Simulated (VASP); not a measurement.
# Zr (P6_3/mmc) in VASP: relaxation of cell and atoms with PBEsol

Aim: the relaxation of cell and atoms of Zr with PBEsol.

Program: VASP 6.6.1. These are calculated values, not measurements. Logs are shortened: lines on timing, memory, paths and dates and some standing lists are left out, and cuts for length are marked.

**1. The cell of the first run**

It takes space group P6_3/mmc (No. 194, hexagonal). The conventional cell has a = 3.230 Å, b = 3.230 Å, c = 5.145 Å, α = 90.00°, β = 90.00°, γ = 120.00°. Zr (site symmetry -6m2) has 12 Zr at 3.18 to 3.23 Å within 4.2 Å.

**2. Relaxation of cell and atoms, PBEsol**

INCAR reads:

```
PREC = Accurate ; ENCUT = 600
EDIFF = 1E-6 ; ISMEAR = 0
SIGMA = 0.05 ; LREAL = F
LASPH = T ; NELM = 80
ALGO = Normal ; ISIF = 3
LWAVE = F ; LCHARG = F
GGA = PS ; IBRION = 2
NSW = 80 ; EDIFFG = -0.01
```

KPOINTS reads:

```
regular mesh
0
Gamma
  16 16 8
```

POSCAR reads:

```
Zr
1.0
    3.2300000000      0.0000000000      0.0000000000
   -1.6150000000      2.7972620542      0.0000000000
    0.0000000000      0.0000000000      5.1453900000
Zr
2
Direct
    0.3333333333      0.6666666667      0.7500000000
    0.6666666667      0.3333333333      0.2500000000
```

Potentials or basis: VASP PAW PBE potentials, release 64 (Zr_sv).

Launch:

```console
$ cat potpaw_PBE.64/Zr_sv/POTCAR > POTCAR
$ mpirun -np 1 vasp_std > vasp.out
```

OUTCAR:

```text
PREC = Accurate
   ENCUT = 600
   EDIFF = 1E-6
   ISMEAR = 0
   LREAL = F
   LASPH = T
   NELM = 80
   ISIF = 3
   GGA = PS
   IBRION = 2
   NSW = 80
   EDIFFG = -0.01

 ion  position               nearest neighbor table
   1  0.333  0.667  0.750-   2 3.18   2 3.18   2 3.18   2 3.18   2 3.18   2 3.18
   2  0.667  0.333  0.250-   1 3.18   1 3.18   1 3.18   1 3.18   1 3.18   1 3.18

  LATTYP: Found a hexagonal cell.
 ALAT       =     3.2300000000
 C/A-ratio  =     1.5930000000

  Lattice vectors:

 A1 = (   3.2300000000,   0.0000000000,   0.0000000000)
 A2 = (  -1.6150000000,   2.7972620542,   0.0000000000)
 A3 = (   0.0000000000,   0.0000000000,   5.1453900000)

Analysis of symmetry for initial positions (statically):
=====================================================================
 Subroutine PRICEL returns:
 Original cell was already a primitive cell.

 Routine SETGRP: Setting up the symmetry group for a
 hexagonal supercell.

 Subroutine GETGRP returns: Found 24 space group operations
 (whereof 12 operations were pure point group operations)
 out of a pool of 24 trial point group operations.

The static configuration has the point symmetry D_3d.
 The point group associated with its full space group is D_6h.

Analysis of symmetry for dynamics (positions and initial velocities):
=====================================================================
 Subroutine PRICEL returns:
 Original cell was already a primitive cell.

 Routine SETGRP: Setting up the symmetry group for a
 hexagonal supercell.

 Subroutine GETGRP returns: Found 24 space group operations
 (whereof 12 operations were pure point group operations)
 out of a pool of 24 trial point group operations.

The dynamic configuration has the point symmetry D_3d.
 The point group associated with its full space group is D_6h.

 Subroutine INISYM returns: Found 24 space group operations
 (whereof 12 operations are pure point group operations),
 and found     1 'primitive' translations

----------------------------------------------------------------------------------------

                                     Primitive cell

  volume of cell :      46.4894

[... 95 lines left out ...]
   ISYM   =      2    0-nonsym 1-usesym 2-fastsym
   POTIM  = 0.5000    time-step for ionic-motion
   TEBEG  =    0.0;   TEEND  =   0.0 temperature during run
   PSTRESS=    0.0 pullay stress
   NELECT =      24.0000    total number of electrons
   NUPDOWN=      -1.0000    fix difference up-down
   EMIN   =  10.00;   EMAX   =-10.00  energy-range for DOS
   EFERMI =   0.00;   METHOD = LEGACY
   ISMEAR =     0;   SIGMA  =   0.05  broadening in eV -4-tet -1-fermi 0-gaus
   EFERMI_NEDOS =   21; number of points for ismear=-14 and -15
   IALGO  =     38    algorithm
   IMIX   =      4    mixing-type and parameters
     AMIX     =   0.40;   BMIX     =  1.00
     AMIX_MAG =   1.60;   BMIX_MAG =  1.00
  volume/ion in A,a.u.               =      23.24       156.86
  Fermi-wavevector in a.u.,A,eV,Ry     =   1.313290  2.481758 23.466379  1.724730
  Thomas-Fermi vector in A             =   2.443623
   LORBIT       =      0    0 simple, 1 ext, 2 COOP (PROOUT), +10 PAW based schemes
   GGA     = PS    functional components
   LHFCALC =     F    Hartree Fock is set to
   AEXX    =    0.0000 exact exchange contribution
   IVDW    =     0    specifies the selected vdW correction
   LEPSILON=     F    determine dielectric tensor
   LRPA    =     F    only Hartree local field effects (RPA)
 conjugate gradient relaxation of ions
 non-spin polarized calculation
 Gauss-broadening in eV      SIGMA  =   0.05
  energy-cutoff  :      600.00
  volume of cell :       46.49
 maximum number of plane-waves:      1578
 NGX is ok and might be reduce to    28
   NGX = 13   NGY = 13   NGZ = 21

--------------------------------------- Ionic step        1  -------------------------------------------

 number of electron      24.0000000 magnetization

 Free energy of the ion-electron system (eV)
  ---------------------------------------------------
  ext. energy  EPLUGINS =         0.00000000
  ---------------------------------------------------
  free energy    TOTEN  =       -18.15059698 eV

  energy without entropy =      -18.14854921  energy(sigma->0) =      -18.14957309

------------------------ aborting loop because EDIFF is reached ----------------------------------------

  FORCE on cell =-STRESS in cart. coord.  units (eV):
  Direction    XX          YY          ZZ          XY          YZ          ZX
  --------------------------------------------------------------------------------------
  -------------------------------------------------------------------------------------
  Total       -0.9307412     -0.9307412     -0.8494592      0.0000000      0.0000000      0.0000000
  in kB      -32.0763955    -32.0763955    -29.2751489      0.0000000      0.0000000      0.0000000
  external PRESSURE =     -31.1426466 kB  Pullay stress =       0.0000000 kB
[... 203 lines left out ...]
--------------------------------------- Ionic step        7  -------------------------------------------

 number of electron      24.0000000 magnetization

 Free energy of the ion-electron system (eV)
  ---------------------------------------------------
  ext. energy  EPLUGINS =         0.00000000
  ---------------------------------------------------
  free energy    TOTEN  =       -18.16580960 eV

  energy without entropy =      -18.16320470  energy(sigma->0) =      -18.16450715

 E-fermi :   9.2785     XC(G=0): -11.3642

 val. band max:        9.2703142947   @ k =   0.0000   0.0000   0.5000
 cond. band min:       9.2919057676   @ k =   0.1875   0.1250   0.3750
 fundamental gap:      0.0215914729
 Fermi energy:         9.2785221200

 k-point     1 :       0.0000    0.0000    0.0000
  band No.  band energies     occupation
      1     -39.4089      2.00000
      2     -39.2329      2.00000
      3     -18.0231      2.00000
      4     -17.0398      2.00000
      5     -17.0398      2.00000
      6     -16.9007      2.00000
[... 433 lines left out ...]
      3     -17.6323      2.00000
      4     -17.6259      2.00000
      5     -17.5572      2.00000
      6     -17.2833      2.00000
[... 8 lines left out ...]
     15      10.3932      0.00000
     16      12.3804      0.00000

 [... further k-points ...]

------------------------ aborting loop because EDIFF is reached ----------------------------------------

  FORCE on cell =-STRESS in cart. coord.  units (eV):
  Direction    XX          YY          ZZ          XY          YZ          ZX
  --------------------------------------------------------------------------------------
  -------------------------------------------------------------------------------------
  Total        0.0147381      0.0147381      0.0075675      0.0000000      0.0000000      0.0000000
  in kB        0.5252801      0.5252801      0.2697114      0.0000000      0.0000000      0.0000000
  external PRESSURE =       0.4400905 kB  Pullay stress =       0.0000000 kB
[... 17 lines left out ...]
  FREE ENERGIE OF THE ION-ELECTRON SYSTEM (eV)
  ---------------------------------------------------
  free  energy   TOTEN  =       -18.1658096000 eV

  energy  without entropy=      -18.1632046954  energy(sigma->0) =      -18.16450715

 reached required accuracy - stopping structural energy minimisation
```

OSZICAR:

```text
N       E                     dE             d eps       ncg     rms          rms(c)
DAV:   1     0.235550622992E+03    0.23555E+03   -0.14630E+04  4800   0.166E+03
DAV:   2    -0.327872227964E+01   -0.23883E+03   -0.23673E+03  5928   0.437E+02
[... 54 lines left out ...]
   6 F= -.18165810E+02 E0= -.18164511E+02  d E =-.273619E-03
       N       E                     dE             d eps       ncg     rms          rms(c)
DAV:   1    -0.181658324181E+02   -0.22839E-04   -0.14681E-03  4864   0.362E-01    0.272E-02
DAV:   2    -0.181658147270E+02    0.17691E-04   -0.45494E-05  5576   0.541E-02    0.128E-02
DAV:   3    -0.181658095028E+02    0.52241E-05   -0.20858E-05  6504   0.330E-02    0.219E-03
DAV:   4    -0.181658096000E+02   -0.97214E-07   -0.30677E-07  2976   0.563E-03
   7 F= -.18165810E+02 E0= -.18164507E+02  d E =-.272779E-03
```

CONTCAR:

```text
Zr
   1.00000000000000
     3.1868230799006145    0.0000000000000000    0.0000000000000000
    -1.5934115399503073    2.7598697445377107   -0.0000000000000000
     0.0000000000000000    0.0000000000000000    5.1111052942506809
  Zr
     2
Direct
     0.3333333332999970    0.6666666667000030    0.7500000000000000
     0.6666666667000030    0.3333333332999970    0.2500000000000000

  0.00000000E+00  0.00000000E+00  0.00000000E+00
  0.00000000E+00  0.00000000E+00  0.00000000E+00
```

Run time: 4.5 min. Hardware: 1 thread of Intel Xeon Platinum 8488C (Sapphire Rapids), shared host; peak memory 0.27 GiB.

What came out:

```
Free energy                           : -18.1658 eV
Relaxed volume                        : 22.48 Å³/atom
Relaxed cell                          : a = 3.187 Å, b = 3.187 Å, c = 5.111 Å, α = 90.00°, β = 90.00°, γ = 120.00°
Space group after relaxing (to 0.1 Å) : P6_3/mmc (No. 194)
Energy gained by relaxing             : 7.6 meV/atom
Ionic steps                           : 7
Pressure after relaxing               : 0.0 GPa
Band gap on the k mesh                : zero (bands 12 and 13 overlap by 1.34 eV)
```

Step by step:
| step | energy change (eV) | largest force (eV/Å) | pressure (GPa) | volume (Å³) |
| --- | --- | --- | --- | --- |
| 1 | 0.0000 | 0.0000 | -3.11 | 46.49 |
| 2 | 0.0008 | 0.0000 | 3.50 | 43.52 |
| 3 | -0.0149 | 0.0000 | 0.00 | 45.00 |
| 4 | -0.0149 | 0.0000 | 0.05 | 44.97 |
| 5 | -0.0152 | 0.0000 | 0.04 | 44.96 |
| 6 | -0.0152 | 0.0000 | 0.05 | 44.95 |
| 7 | -0.0152 | 0.0000 | 0.04 | 44.95 |

Final structure:
```
Zr
1.0
     3.18682    0.00000    0.00000
    -1.59341    2.75987    0.00000
     0.00000    0.00000    5.11111
Zr
2
Direct
  0.33333 0.66667 0.75000
  0.66667 0.33333 0.25000
```

Levels at points of the mesh, in eV from the Fermi level:
```tsv
k point	band 8	band 9	band 10	band 11	band 12	band 13	band 14	band 15	band 16
(0.00, 0.00, 0.00)	-26.17	-5.75	-3.16	0.86	0.86	0.94	1.25	1.57	1.57
(0.50, 0.00, 0.00)	-26.29	-2.72	-2.58	-2.28	-0.12	0.54	0.76	1.47	5.14
(0.00, 0.00, 0.50)	-26.24	-4.01	-4.01	-0.01	-0.01	0.77	0.77	0.77	0.77
(0.50, 0.00, 0.50)	-26.43	-3.00	-3.00	-1.16	-1.16	1.76	1.76	2.28	2.28
```

Caveat: the PAW data sets were made with another functional, which shifts forces and pressure a little.
